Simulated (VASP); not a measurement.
# Cd3H2 (P-3m1) in VASP: a series of runs

Runs on Cd3H2. Level: PBE. Tasks: single point, relaxation of cell and atoms.

Program: VASP 6.6.1. These are calculated values, not measurements. Logs are shortened: lines on timing, memory, paths and dates and some standing lists are left out, and cuts for length are marked.

### Step 1. The cell of the first run

The structure is trigonal, space group P-3m1 (No. 164). Conventional cell: a = 3.931 Å, b = 3.931 Å, c = 6.116 Å, α = 90.00°, β = 90.00°, γ = 120.00°. Cd (site symmetry -3m) has 6 H at 2.72 Å and 6 Cd at 3.14 Å within 3.6 Å. Within 3.2 Å of Cd (site symmetry 3m) lie 4 H at 2.37 to 2.45 Å and 6 Cd at 2.88 to 3.14 Å. Within 3.1 Å of H (site symmetry 3m) lie 7 Cd at 2.37 to 2.72 Å.

### Step 2. Single point, PBE

INCAR reads:

```
ALGO     = Normal         # electronic algorithm
EDIFF    = 1E-6           # SCF threshold, eV
ENCUT    = 520            # plane-wave cutoff, eV
GGA      = PE             # functional
ISIF     = 2              # what is computed and relaxed
ISMEAR   = 0              # smearing method
LASPH    = T              # aspherical terms in the spheres
LCHARG   = F              # write CHGCAR
LREAL    = F              # projectors in reciprocal space
LWAVE    = F              # write WAVECAR
NBANDS   = 27             # bands
NELM     = 60             # most SCF steps
PREC     = Accurate       # precision mode
SIGMA    = 0.1            # smearing width, eV
```

KPOINTS reads:

```
k-points
0
Gamma
  6 6 4
```

POSCAR reads:

```
Cd3H2
1.0
    3.9311511943      0.0000000000      0.0000000000
   -1.9655755972      3.4044768004      0.0000000000
    0.0000000000      0.0000000000      6.1162326957
Cd H
3 2
Direct
    0.0000000000      0.0000000000      0.0000000000
    0.3333333333      0.6666666667      0.6450000000
    0.6666666667      0.3333333333      0.3550000000
    0.3333333333      0.6666666667      0.2450000000
    0.6666666667      0.3333333333      0.7550000000
```

Potentials or basis: VASP PAW PBE potentials, release 64 (Cd, H).

Started as:

```
$ cat potpaw_PBE.64/Cd/POTCAR potpaw_PBE.64/H/POTCAR > POTCAR
$ mpirun -np 1 vasp_std > vasp.out
```

OUTCAR:

```text
EDIFF = 1E-6
   ENCUT = 520
   GGA = PE
   ISIF = 2
   ISMEAR = 0
   LASPH = T
   LREAL = F
   NELM = 60
   PREC = Accurate

 ion  position               nearest neighbor table
   1  0.000  0.000  0.000-   2 3.14   3 3.14   3 3.14   2 3.14   3 3.14   2 3.14
   2  0.333  0.667  0.645-   3 2.88   3 2.88   3 2.88   1 3.14   1 3.14   1 3.14
   3  0.667  0.333  0.355-   2 2.88   2 2.88   2 2.88   1 3.14   1 3.14   1 3.14
   4  0.333  0.667  0.245-
   5  0.667  0.333  0.755-

  LATTYP: Found a hexagonal cell.
 ALAT       =     3.9311511943
 C/A-ratio  =     1.5558375635

  Lattice vectors:

 A1 = (   3.9311511943,   0.0000000000,   0.0000000000)
 A2 = (  -1.9655755972,   3.4044768004,   0.0000000000)
 A3 = (   0.0000000000,   0.0000000000,   6.1162326957)

Analysis of symmetry for initial positions (statically):
=====================================================================
 Subroutine PRICEL returns:
 Original cell was already a primitive cell.

 Routine SETGRP: Setting up the symmetry group for a
 hexagonal supercell.

 Subroutine GETGRP returns: Found 12 space group operations
 (whereof 12 operations were pure point group operations)
 out of a pool of 24 trial point group operations.

The static configuration has the point symmetry D_3d.

Analysis of symmetry for dynamics (positions and initial velocities):
=====================================================================
 Subroutine PRICEL returns:
 Original cell was already a primitive cell.

 Routine SETGRP: Setting up the symmetry group for a
 hexagonal supercell.

 Subroutine GETGRP returns: Found 12 space group operations
 (whereof 12 operations were pure point group operations)
 out of a pool of 24 trial point group operations.

The dynamic configuration has the point symmetry D_3d.

 Subroutine INISYM returns: Found 12 space group operations
 (whereof 12 operations are pure point group operations),
 and found     1 'primitive' translations

----------------------------------------------------------------------------------------

                                     Primitive cell

  volume of cell :      81.8567

  direct lattice vectors                    reciprocal lattice vectors
     3.931151194  0.000000000  0.000000000     0.254378412  0.146865445  0.000000000
    -1.965575597  3.404476800  0.000000000     0.000000000  0.293730890  0.000000000
     0.000000000  0.000000000  6.116232696     0.000000000  0.000000000  0.163499339

  length of vectors
     3.931151194  3.931151194  6.116232696     0.293730890  0.293730890  0.163499339

  position of ions in fractional coordinates (direct lattice)
     0.000000000  0.000000000  0.000000000
     0.333333333  0.666666667  0.645000000
     0.666666667  0.333333333  0.355000000
     0.333333333  0.666666667  0.245000000
     0.666666667  0.333333333  0.755000000

  ion indices of the primitive-cell ions
   primitive index   ion index
                 1           1
                 2           2
                 3           3
                 4           4
                 5           5

----------------------------------------------------------------------------------------

 KPOINTS: k-points

Automatic generation of k-mesh.
 Grid dimensions read from file:
 generate k-points for:    6    6    4

 Generating k-lattice:

  Cartesian coordinates                     Fractional coordinates (reciprocal lattice)
     0.042396402  0.024477574  0.000000000     0.166666667  0.000000000  0.000000000
     0.000000000  0.048955148  0.000000000     0.000000000  0.166666667  0.000000000
     0.000000000  0.000000000  0.040874835     0.000000000  0.000000000  0.250000000

  Length of vectors
     0.048955148  0.048955148  0.040874835

  Shift w.r.t. Gamma in fractional coordinates (k-lattice)
     0.000000000  0.000000000  0.000000000

 Subroutine IBZKPT returns following result:
 ===========================================

 Found     24 irreducible k-points:

 Following reciprocal coordinates:
            Coordinates               Weight
  0.000000  0.000000  0.000000      1.000000
  0.166667  0.000000  0.000000      6.000000
  0.333333  0.000000  0.000000      6.000000
  0.500000  0.000000  0.000000      3.000000
  0.166667  0.166667  0.000000      6.000000
  0.333333  0.166667  0.000000     12.000000
[... 16 lines left out ...]
  0.333333  0.166667  0.500000     12.000000
  0.333333  0.333333  0.500000      2.000000
   k-points           NKPTS =     24   k-points in BZ     NKDIM =     24   number of bands    NBANDS=     27
   number of dos      NEDOS =    301   number of ions     NIONS =      5
   total plane-waves  NPLWV =  43200
   dimension x,y,z NGX =    30 NGY =   30 NGZ =   48
   dimension x,y,z NGXF=    60 NGYF=   60 NGZF=   96
   ions per type =               3   2
   NGX,Y,Z   is equivalent  to a cutoff of  12.69, 12.69, 13.05 a.u.
   NGXF,Y,Z  is equivalent  to a cutoff of  25.37, 25.37, 26.09 a.u.
 SYSTEM =  unknown system
   PREC   = accura    normal or accurate (medium, high low for compatibility)
   ISTART =      0    job   : 0-new  1-cont  2-samecut
   ICHARG =      2    charge: 1-file 2-atom 10-const
   ISPIN  =      1    spin polarized calculation?
   LNONCOLLINEAR =      F non collinear calculations
   LSORBIT =      F    spin-orbit coupling
   LASPH  =      T    aspherical Exc in radial PAW
   ENCUT  =  520.0 eV  38.22 Ry    6.18 a.u.   7.31  7.31 11.37*2*pi/ulx,y,z
   NELM   =     60;   NELMIN=  2; NELMDL= -5     # of ELM steps
   EDIFF  = 0.1E-05   stopping-criterion for ELM
   LREAL  =      F    real-space projection
   EDIFFG = 0.1E-04   stopping-criterion for IOM
   NSW    =      0    number of steps for IOM
   IBRION =     -1    ionic relax: 0-MD 1-quasi-New 2-CG
   NFREE  =      0    steps in history (QN), initial steepest desc. (CG)
   ISIF   =      2    stress and relaxation
   ISYM   =      2    0-nonsym 1-usesym 2-fastsym
   POTIM  = 0.5000    time-step for ionic-motion
   TEBEG  =    0.0;   TEEND  =   0.0 temperature during run
   PSTRESS=    0.0 pullay stress
   NELECT =      38.0000    total number of electrons
   NUPDOWN=      -1.0000    fix difference up-down
   EMIN   =  10.00;   EMAX   =-10.00  energy-range for DOS
   EFERMI =   0.00;   METHOD = LEGACY
   ISMEAR =     0;   SIGMA  =   0.10  broadening in eV -4-tet -1-fermi 0-gaus
   EFERMI_NEDOS =   21; number of points for ismear=-14 and -15
   IALGO  =     38    algorithm
   IMIX   =      4    mixing-type and parameters
     AMIX     =   0.40;   BMIX     =  1.00
     AMIX_MAG =   1.60;   BMIX_MAG =  1.00
  volume/ion in A,a.u.               =      16.37       110.48
  Fermi-wavevector in a.u.,A,eV,Ry     =   1.267607  2.395430 21.862218  1.606828
  Thomas-Fermi vector in A             =   2.400746
   LORBIT       =      0    0 simple, 1 ext, 2 COOP (PROOUT), +10 PAW based schemes
   GGA     = PE    functional components
   LHFCALC =     F    Hartree Fock is set to
   AEXX    =    0.0000 exact exchange contribution
   IVDW    =     0    specifies the selected vdW correction
   LEPSILON=     F    determine dielectric tensor
   LRPA    =     F    only Hartree local field effects (RPA)
 non-spin polarized calculation
 Gauss-broadening in eV      SIGMA  =   0.10
  energy-cutoff  :      520.00
  volume of cell :       81.86
 maximum number of plane-waves:      2225
 NGX is ok and might be reduce to    30
   NGX = 15   NGY = 15   NGZ = 23

 number of electron      37.9999982 magnetization

 Free energy of the ion-electron system (eV)
  ---------------------------------------------------
  ext. energy  EPLUGINS =         0.00000000
  ---------------------------------------------------
  free energy    TOTEN  =        -6.08587829 eV

  energy without entropy =       -6.07346341  energy(sigma->0) =       -6.07967085

 E-fermi :   1.9904     XC(G=0): -10.2603

 val. band max:        1.9621810852   @ k =   0.0000   0.3333   0.2500
 cond. band min:       2.0299618457   @ k =   0.1667   0.1667   0.2500
 fundamental gap:      0.0677807605
 Fermi energy:         1.9904419417

 k-point     1 :       0.0000    0.0000    0.0000
  band No.  band energies     occupation
      1      -7.6034      2.00000
      2      -7.6034      2.00000
      3      -7.5503      2.00000
      4      -7.2138      2.00000
      5      -7.2138      2.00000
      6      -7.0261      2.00000
[... 19 lines left out ...]
     26      11.0326      0.00000
     27      11.2014      0.00000

 k-point     2 :       0.1667    0.0000    0.0000
  band No.  band energies     occupation
      1      -7.5633      2.00000
      2      -7.5605      2.00000
      3      -7.5126      2.00000
      4      -7.2917      2.00000
      5      -7.1552      2.00000
      6      -6.8689      2.00000
[... 19 lines left out ...]
     26      10.3497      0.00000
     27      10.9906      0.00000

 k-point     3 :       0.3333    0.0000    0.0000
  band No.  band energies     occupation
      1      -7.6214      2.00000
      2      -7.4709      2.00000
      3      -7.4044      2.00000
      4      -7.2133      2.00000
      5      -7.0723      2.00000
      6      -7.0224      2.00000
[... 19 lines left out ...]
     26       9.5103      0.00000
     27      10.3573      0.00000

 k-point     4 :       0.5000    0.0000    0.0000
  band No.  band energies     occupation
      1      -7.6843      2.00000
      2      -7.4141      2.00000
      3      -7.3423      2.00000
      4      -7.2168      2.00000
      5      -6.9608      2.00000
      6      -6.9564      2.00000
[... 19 lines left out ...]
     26       9.1861      0.00000
     27      10.0802      0.00000
[... 516 lines left out ...]
      4      -7.3788      2.00000
      5      -7.0269      2.00000
      6      -6.9837      2.00000
[... 19 lines left out ...]
     26      10.6706      0.00000
     27      11.4025      0.00000

 k-point    23 :       0.3333    0.1667    0.5000
  band No.  band energies     occupation
      1      -7.4897      2.00000
      2      -7.4604      2.00000
      3      -7.3384      2.00000
      4      -7.3165      2.00000
      5      -7.0613      2.00000
      6      -6.9435      2.00000
[... 19 lines left out ...]
     26       9.4163      0.00000
     27      10.3833      0.00000

 k-point    24 :       0.3333    0.3333    0.5000
  band No.  band energies     occupation
      1      -7.4433      2.00000
      2      -7.3428      2.00000
      3      -7.3428      2.00000
      4      -7.1653      2.00000
      5      -7.1653      2.00000
      6      -7.1063      2.00000
[... 19 lines left out ...]
     26       9.1495      0.00000
     27       9.5024      0.00000

------------------------ aborting loop because EDIFF is reached ----------------------------------------

  FORCE on cell =-STRESS in cart. coord.  units (eV):
  Direction    XX          YY          ZZ          XY          YZ          ZX
  --------------------------------------------------------------------------------------
  -------------------------------------------------------------------------------------
  Total        0.5136115      0.5136115      1.2540913     -0.0000000      0.0000000     -0.0000000
  in kB       10.0528968     10.0528968     24.5462763     -0.0000000      0.0000000     -0.0000000
  external PRESSURE =      14.8840233 kB  Pullay stress =       0.0000000 kB

 VOLUME and BASIS-vectors are now :
 -----------------------------------------------------------------------------
  energy-cutoff  :      520.00
  volume of cell :       81.86
      direct lattice vectors                 reciprocal lattice vectors
     3.931151194  0.000000000  0.000000000     0.254378412  0.146865445  0.000000000
    -1.965575597  3.404476800  0.000000000     0.000000000  0.293730890  0.000000000
     0.000000000  0.000000000  6.116232696     0.000000000  0.000000000  0.163499339

 POSITION                                       TOTAL-FORCE (eV/Angst)
 -----------------------------------------------------------------------------------
      0.00000      0.00000      0.00000        -0.000000      0.000000      0.000000
     -0.00000      2.26965      3.94497         0.000000     -0.000000      0.878781
      1.96558      1.13483      2.17126        -0.000000      0.000000     -0.878781
     -0.00000      2.26965      1.49848         0.000000     -0.000000      0.206335
      1.96558      1.13483      4.61776        -0.000000      0.000000     -0.206335
 -----------------------------------------------------------------------------------
    total drift:                                0.000000      0.000000     -0.000000

  FREE ENERGIE OF THE ION-ELECTRON SYSTEM (eV)
  ---------------------------------------------------
  free  energy   TOTEN  =        -6.0858782886 eV

  energy  without entropy=       -6.0734634097  energy(sigma->0) =       -6.07967085
```

It took 71 s on 1 thread of Intel Xeon Platinum 8259CL at 2.50GHz (Skylake/Cascade Lake), shared host; peak memory 0.2 GiB.

What came out:

| Item | Value |
| --- | --- |
| Free energy | -6.0859 eV |
| Pressure | 1.5 GPa |
| Largest force | 0.879 eV/Å |
| Band gap on the k mesh | zero (bands 19 and 20 overlap by 3.90 eV) |

Forces in eV/Å, atoms in the order of the input:
```
Cd   0.000  0.000  0.000
Cd   0.000  0.000  0.879
Cd   0.000  0.000 -0.879
H    0.000  0.000  0.206
H    0.000  0.000 -0.206
```

Stress tensor (GPa, compression positive):
```
1.01 0.00 0.00
0.00 1.01 0.00
0.00 0.00 2.45
```

Levels at points of the mesh, in eV from the Fermi level:
| k point | band 15 | band 16 | band 17 | band 18 | band 19 | band 20 | band 21 | band 22 | band 23 | band 24 |
| --- | --- | --- | --- | --- | --- | --- | --- | --- | --- | --- |
| (0.00, 0.00, 0.00) | -8.37 | -8.37 | -5.18 | -3.40 | 2.05 | 2.71 | 5.56 | 5.56 | 6.21 | 6.21 |
| (0.50, 0.00, 0.00) | -8.03 | -5.67 | -4.90 | -2.01 | -0.88 | 0.13 | 0.69 | 1.85 | 3.37 | 4.18 |
| (0.00, 0.00, 0.50) | -8.03 | -8.03 | -7.40 | -0.15 | 0.99 | 3.12 | 4.71 | 5.49 | 5.49 | 7.09 |
| (0.50, 0.00, 0.50) | -8.37 | -5.00 | -4.93 | -3.06 | -2.86 | 1.55 | 3.01 | 3.14 | 3.74 | 4.84 |

### Step 3. Single point, PBE

This run uses another cell than the first one, of 16.74 Å³/atom.

INCAR reads:

```
SYSTEM = Cd3H2
PREC     = Accurate       ! precision mode
ENCUT    = 520            ! plane-wave cutoff, eV
EDIFF    = 1E-6           ! SCF threshold, eV
ISMEAR   = 0              ! smearing method
SIGMA    = 0.1            ! smearing width, eV
LREAL    = .False.        ! projectors in reciprocal space
LASPH    = .True.         ! aspherical terms in the spheres
NELM     = 80             ! most SCF steps
ALGO     = Normal         ! electronic algorithm
ISIF     = 2              ! what is computed and relaxed
LWAVE    = .False.        ! write WAVECAR
LCHARG   = .False.        ! write CHGCAR
GGA      = PE             ! functional
NBANDS   = 27             ! bands
```

KPOINTS reads:

```
regular mesh
0
Gamma
  6 6 4
  0 0 0
```

POSCAR reads:

```
Cd3H2
1.0
    3.3178971940      0.0000000000      0.0000000000
   -1.6589485970      2.8733832572      0.0000000000
    0.0000000000      0.0000000000      8.7797211136
Cd H
3 2
Direct
    0.0000000000      0.0000000000      0.0000000000
    0.3333333333      0.6666666667      0.7229355190
    0.6666666667      0.3333333333      0.2770644810
    0.3333333333      0.6666666667      0.3743454370
    0.6666666667      0.3333333333      0.6256545630
```

Potentials or basis: VASP PAW PBE potentials, release 64 (Cd, H).

Started as:

```
$ cat potpaw_PBE.64/Cd/POTCAR potpaw_PBE.64/H/POTCAR > POTCAR
$ mpirun -np 1 vasp_std > vasp.out
```

It took 90 s on 1 thread of Intel Xeon Platinum 8259CL at 2.50GHz (Skylake/Cascade Lake), shared host; peak memory 0.23 GiB.

The run converged. Its results:

```yaml
Free_energy: -7.5388 eV
Pressure: 0.3 GPa
Largest_force: 0.028 eV/Å
Band_gap_on_the_k_mesh: zero (bands 19 and 20 overlap by 0.75 eV)
```

Forces in eV/Å, atoms in the order of the input:
```
Cd   0.000  0.000  0.000
Cd   0.000  0.000  0.028
Cd   0.000  0.000 -0.028
H    0.000  0.000  0.014
H    0.000  0.000 -0.014
```

Levels at points of the mesh, in eV from the Fermi level:
```tsv
k point	band 15	band 16	band 17	band 18	band 19	band 20	band 21	band 22	band 23	band 24
(0.00, 0.00, 0.00)	-8.12	-8.12	-6.84	-5.71	-1.37	2.50	7.07	7.32	11.09	11.09
(0.50, 0.00, 0.00)	-8.04	-4.26	-3.79	-1.80	-1.70	-0.33	0.78	4.14	5.02	5.96
(0.00, 0.00, 0.50)	-8.12	-7.94	-7.86	-4.41	-2.70	3.82	6.75	7.79	8.73	10.86
(0.50, 0.00, 0.50)	-8.05	-4.17	-3.85	-2.03	-1.98	0.39	1.67	2.99	3.30	6.24
```

Caveat: the k points lie up to 0.36 Å⁻¹ apart, too coarse for converged energies and pressures of a metal.

### Step 4. Single point, PBE

This run uses another cell than the first one, of 17.29 Å³/atom.

INCAR reads:

```
ALGO = Normal
EDIFF = 1E-6
ENCUT = 520
GGA = PE
ISIF = 2
ISMEAR = 0
LASPH = T
LCHARG = F
LREAL = F
LWAVE = F
NBANDS = 27
NELM = 60
PREC = Accurate
SIGMA = 0.1
```

KPOINTS reads:

```
k-points
0
Gamma
  12 12 4
```

POSCAR reads:

```
Cd3H2
1.0
    3.2612693692      0.0000000000      0.0000000000
   -1.6306346846      2.8243421223      0.0000000000
    0.0000000000      0.0000000000      9.3846275419
Cd H
3 2
Direct
    0.0000000000      0.0000000000      0.0000000000
    0.3333333333      0.6666666667      0.7369125305
    0.6666666667      0.3333333333      0.2630874695
    0.3333333333      0.6666666667      0.3603780537
    0.6666666667      0.3333333333      0.6396219463
```

Started as:

```
$ cat potpaw_PBE.64/Cd/POTCAR potpaw_PBE.64/H/POTCAR > POTCAR
$ mpirun -np 1 vasp_std > vasp.out
```

It took 2.6 min on 1 thread of Intel Xeon Platinum 8259CL at 2.50GHz (Skylake/Cascade Lake), shared host; peak memory 0.27 GiB.

Results (log left out):

| Quantity | Value |
| --- | --- |
| Free energy | -7.5527 eV |
| Pressure | 0.2 GPa |
| Largest force | 0.016 eV/Å |
| Band gap on the k mesh | zero (bands 19 and 20 overlap by 0.66 eV) |

Forces in eV/Å, atoms in the order of the input:
```
Cd   0.000  0.000  0.000
Cd   0.000  0.000  0.001
Cd   0.000  0.000 -0.001
H    0.000  0.000  0.016
H    0.000  0.000 -0.016
```

Levels at points of the mesh, in eV from the Fermi level:
| k point | band 17 | band 18 | band 19 | band 20 | band 21 | band 22 |
| --- | --- | --- | --- | --- | --- | --- |
| (0.00, 0.00, 0.00) | -7.32 | -5.78 | -2.11 | 1.83 | 6.81 | 7.18 |
| (0.50, 0.00, 0.00) | -3.89 | -1.94 | -1.79 | -0.38 | 0.88 | 3.65 |
| (0.00, 0.00, 0.50) | -7.82 | -5.08 | -2.94 | 3.07 | 5.44 | 7.60 |
| (0.50, 0.00, 0.50) | -3.97 | -2.04 | -1.94 | 0.03 | 1.38 | 2.85 |

(Continued in part 2 of 2.)

The gap in the log of VASP goes by the Fermi energy; the results here count the filled bands.